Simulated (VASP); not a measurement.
# NaH (Fm-3m) in VASP: further runs, part 2 of 2

VASP 6.6.1. Earlier steps stand in the parts before.

## 3. Single point, PBE

File INCAR:

```
SYSTEM = NaH
PREC = Accurate
ENCUT = 520
EDIFF = 1E-7
ISMEAR = 0
SIGMA = 0.01
LREAL = .FALSE.
LASPH = .TRUE.
NELM = 60
ALGO = Normal
ISIF = 2
LWAVE = .FALSE.
LCHARG = .FALSE.
GGA = PE
NBANDS = 11
```

File KPOINTS:

```
Automatic mesh
0
G
  6 6 6
  0 0 0
```

File POSCAR:

```
NaH
1.0
    0.0000000000      2.3975116371      2.3975116371
    2.3975116371      0.0000000000      2.3975116371
    2.3975116371      2.3975116371      0.0000000000
Na H
1 1
Direct
    0.0000000000      0.0000000000      0.0000000000
    0.5000000000      0.5000000000      0.5000000000
```

Potentials or basis: VASP PAW PBE potentials, release 64 (Na_pv, H).

Launch:

```sh
> cat potpaw_PBE.64/Na_pv/POTCAR potpaw_PBE.64/H/POTCAR > POTCAR
> mpirun -np 1 vasp_std > vasp.out
```

OUTCAR:

```text
SYSTEM = NaH
   PREC = Accurate
   ENCUT = 520
   EDIFF = 1E-7
   ISMEAR = 0
   LREAL = .FALSE.
   LASPH = .TRUE.
   NELM = 60
   ISIF = 2
   GGA = PE

 ion  position               nearest neighbor table
   1  0.000  0.000  0.000-
   2  0.500  0.500  0.500-

  LATTYP: Found a face centered cubic cell.
 ALAT       =     4.7950232742

  Lattice vectors:

 A1 = (   0.0000000000,   2.3975116371,   2.3975116371)
 A2 = (   2.3975116371,   0.0000000000,   2.3975116371)
 A3 = (   2.3975116371,   2.3975116371,   0.0000000000)

Analysis of symmetry for initial positions (statically):
=====================================================================
 Subroutine PRICEL returns:
 Original cell was already a primitive cell.

 Routine SETGRP: Setting up the symmetry group for a
 face centered cubic supercell.

 Subroutine GETGRP returns: Found 48 space group operations
 (whereof 48 operations were pure point group operations)
 out of a pool of 48 trial point group operations.

The static configuration has the point symmetry O_h .

Analysis of symmetry for dynamics (positions and initial velocities):
=====================================================================
 Subroutine PRICEL returns:
 Original cell was already a primitive cell.

 Routine SETGRP: Setting up the symmetry group for a
 face centered cubic supercell.

 Subroutine GETGRP returns: Found 48 space group operations
 (whereof 48 operations were pure point group operations)
 out of a pool of 48 trial point group operations.

The dynamic configuration has the point symmetry O_h .

 Subroutine INISYM returns: Found 48 space group operations
 (whereof 48 operations are pure point group operations),
 and found     1 'primitive' translations

----------------------------------------------------------------------------------------

                                     Primitive cell

  volume of cell :      27.5621

  direct lattice vectors                    reciprocal lattice vectors
     0.000000000  2.397511637  2.397511637    -0.208549561  0.208549561  0.208549561
     2.397511637  0.000000000  2.397511637     0.208549561 -0.208549561  0.208549561
     2.397511637  2.397511637  0.000000000     0.208549561  0.208549561 -0.208549561

  length of vectors
     3.390593473  3.390593473  3.390593473     0.361218436  0.361218436  0.361218436

  position of ions in fractional coordinates (direct lattice)
     0.000000000  0.000000000  0.000000000
     0.500000000  0.500000000  0.500000000

  ion indices of the primitive-cell ions
   primitive index   ion index
                 1           1
                 2           2

----------------------------------------------------------------------------------------

 KPOINTS: Automatic mesh

Automatic generation of k-mesh.
 Grid dimensions read from file:
 generate k-points for:    6    6    6

 Generating k-lattice:

  Cartesian coordinates                     Fractional coordinates (reciprocal lattice)
    -0.034758260  0.034758260  0.034758260     0.166666667  0.000000000  0.000000000
     0.034758260 -0.034758260  0.034758260     0.000000000  0.166666667  0.000000000
     0.034758260  0.034758260 -0.034758260     0.000000000  0.000000000  0.166666667

  Length of vectors
     0.060203073  0.060203073  0.060203073

  Shift w.r.t. Gamma in fractional coordinates (k-lattice)
     0.000000000  0.000000000  0.000000000

 Subroutine IBZKPT returns following result:
 ===========================================

 Found     16 irreducible k-points:

 Following reciprocal coordinates:
            Coordinates               Weight
  0.000000  0.000000  0.000000      1.000000
  0.166667  0.000000  0.000000      8.000000
  0.333333  0.000000  0.000000      8.000000
  0.500000  0.000000  0.000000      4.000000
  0.166667  0.166667  0.000000      6.000000
  0.333333  0.166667  0.000000     24.000000
[... 8 lines left out ...]
 -0.333333  0.333333  0.166667     24.000000
 -0.333333  0.500000  0.166667     12.000000
   k-points           NKPTS =     16   k-points in BZ     NKDIM =     16   number of bands    NBANDS=     11
   number of dos      NEDOS =    301   number of ions     NIONS =      2
   total plane-waves  NPLWV =  21952
   dimension x,y,z NGX =    28 NGY =   28 NGZ =   28
   dimension x,y,z NGXF=    56 NGYF=   56 NGZF=   56
   ions per type =               1   1
   NGX,Y,Z   is equivalent  to a cutoff of  13.73, 13.73, 13.73 a.u.
   NGXF,Y,Z  is equivalent  to a cutoff of  27.46, 27.46, 27.46 a.u.
 SYSTEM =  NaH
   PREC   = accura    normal or accurate (medium, high low for compatibility)
   ISTART =      0    job   : 0-new  1-cont  2-samecut
   ICHARG =      2    charge: 1-file 2-atom 10-const
   ISPIN  =      1    spin polarized calculation?
   LNONCOLLINEAR =      F non collinear calculations
   LSORBIT =      F    spin-orbit coupling
   LASPH  =      T    aspherical Exc in radial PAW
   ENCUT  =  520.0 eV  38.22 Ry    6.18 a.u.   6.30  6.30  6.30*2*pi/ulx,y,z
   NELM   =     60;   NELMIN=  2; NELMDL= -5     # of ELM steps
   EDIFF  = 0.1E-06   stopping-criterion for ELM
   LREAL  =      F    real-space projection
   EDIFFG = 0.1E-05   stopping-criterion for IOM
   NSW    =      0    number of steps for IOM
   IBRION =     -1    ionic relax: 0-MD 1-quasi-New 2-CG
   NFREE  =      0    steps in history (QN), initial steepest desc. (CG)
   ISIF   =      2    stress and relaxation
   ISYM   =      2    0-nonsym 1-usesym 2-fastsym
   POTIM  = 0.5000    time-step for ionic-motion
   TEBEG  =    0.0;   TEEND  =   0.0 temperature during run
   PSTRESS=    0.0 pullay stress
   NELECT =       8.0000    total number of electrons
   NUPDOWN=      -1.0000    fix difference up-down
   EMIN   =  10.00;   EMAX   =-10.00  energy-range for DOS
   EFERMI =   0.00;   METHOD = LEGACY
   ISMEAR =     0;   SIGMA  =   0.01  broadening in eV -4-tet -1-fermi 0-gaus
   EFERMI_NEDOS =   21; number of points for ismear=-14 and -15
   IALGO  =     38    algorithm
   IMIX   =      4    mixing-type and parameters
     AMIX     =   0.40;   BMIX     =  1.00
     AMIX_MAG =   1.60;   BMIX_MAG =  1.00
  volume/ion in A,a.u.               =      13.78        93.00
  Fermi-wavevector in a.u.,A,eV,Ry     =   1.083929  2.048328 15.985508  1.174902
  Thomas-Fermi vector in A             =   2.220007
   LORBIT       =      0    0 simple, 1 ext, 2 COOP (PROOUT), +10 PAW based schemes
   GGA     = PE    functional components
   LHFCALC =     F    Hartree Fock is set to
   AEXX    =    0.0000 exact exchange contribution
   IVDW    =     0    specifies the selected vdW correction
   LEPSILON=     F    determine dielectric tensor
   LRPA    =     F    only Hartree local field effects (RPA)
 non-spin polarized calculation
 Gauss-broadening in eV      SIGMA  =   0.01
  energy-cutoff  :      520.00
  volume of cell :       27.56
 maximum number of plane-waves:       754
 NGX is ok and might be reduce to    28
   NGX = 13   NGY = 13   NGZ = 13

 number of electron       7.9999992 magnetization

 Free energy of the ion-electron system (eV)
  ---------------------------------------------------
  ext. energy  EPLUGINS =         0.00000000
  ---------------------------------------------------
  free energy    TOTEN  =        -5.08640464 eV

  energy without entropy =       -5.08640464  energy(sigma->0) =       -5.08640464

 E-fermi :  -1.0215     XC(G=0):  -7.8486

 val. band max:       -1.0857649799   @ k =  -0.3333   0.5000   0.1667
 cond. band min:       2.7610185741   @ k =   0.5000   0.0000   0.0000
 fundamental gap:      3.8467835539
 Fermi energy:        -1.0214871888

 k-point     1 :       0.0000    0.0000    0.0000
  band No.  band energies     occupation
      1     -23.1000      2.00000
      2     -23.1000      2.00000
      3     -23.1000      2.00000
      4      -4.7222      2.00000
      5       9.5872      0.00000
      6      14.7385      0.00000
      7      14.7385      0.00000
      8      14.7385      0.00000
      9      15.6542      0.00000
     10      15.6542      0.00000
     11      15.6542      0.00000
[... 197 lines left out ...]
 k-point    16 :      -0.3333    0.5000    0.1667
  band No.  band energies     occupation
      1     -23.1762      2.00000
      2     -23.1482      2.00000
      3     -23.1360      2.00000
      4      -1.0858      2.00000
      5       4.2679      0.00000
      6       6.1632      0.00000
      7       7.8182      0.00000
      8      14.1111      0.00000
      9      14.2860      0.00000
     10      20.0290      0.00000
     11      20.1786      0.00000

------------------------ aborting loop because EDIFF is reached ----------------------------------------

  FORCE on cell =-STRESS in cart. coord.  units (eV):
  Direction    XX          YY          ZZ          XY          YZ          ZX
  --------------------------------------------------------------------------------------
  -------------------------------------------------------------------------------------
  Total        0.0907897      0.0907897      0.0907897      0.0000000      0.0000000      0.0000000
  in kB        5.2775842      5.2775842      5.2775842      0.0000000      0.0000000      0.0000000
  external PRESSURE =       5.2775842 kB  Pullay stress =       0.0000000 kB

 VOLUME and BASIS-vectors are now :
 -----------------------------------------------------------------------------
  energy-cutoff  :      520.00
  volume of cell :       27.56
      direct lattice vectors                 reciprocal lattice vectors
     0.000000000  2.397511637  2.397511637    -0.208549561  0.208549561  0.208549561
     2.397511637  0.000000000  2.397511637     0.208549561 -0.208549561  0.208549561
     2.397511637  2.397511637  0.000000000     0.208549561  0.208549561 -0.208549561

 POSITION                                       TOTAL-FORCE (eV/Angst)
 -----------------------------------------------------------------------------------
      0.00000      0.00000      0.00000        -0.000000     -0.000000     -0.000000
      2.39751      2.39751      2.39751         0.000000      0.000000      0.000000
 -----------------------------------------------------------------------------------
    total drift:                               -0.000000     -0.000000     -0.000000

  FREE ENERGIE OF THE ION-ELECTRON SYSTEM (eV)
  ---------------------------------------------------
  free  energy   TOTEN  =        -5.0864046353 eV

  energy  without entropy=       -5.0864046353  energy(sigma->0) =       -5.08640464
```

stdout:

```text
POSCAR found type information on POSCAR NaH
 POSCAR found :  2 types and       2 ions
 scaLAPACK will be used
 LDA part: xc-table for (Slater+PW92), standard interpolation
 POSCAR, INCAR and KPOINTS ok, starting setup
 FFT: planning ... GRIDC
 FFT: planning ... GRID_SOFT
 FFT: planning ... GRID
 WAVECAR not read
 entering main loop
```

Run time: 5.4 s. Hardware: 1 thread of Intel Xeon 6975P-C (Granite Rapids), shared host; peak memory 0.14 GiB.

Results:

```
Free energy            : -5.0864 eV
Pressure               : 0.5 GPa
Band gap on the k mesh : 3.85 eV, indirect (least direct gap 4.67 eV)
```

A k mesh can miss the band edges. PBE gaps usually lie below the measured ones, often by a third to a half.
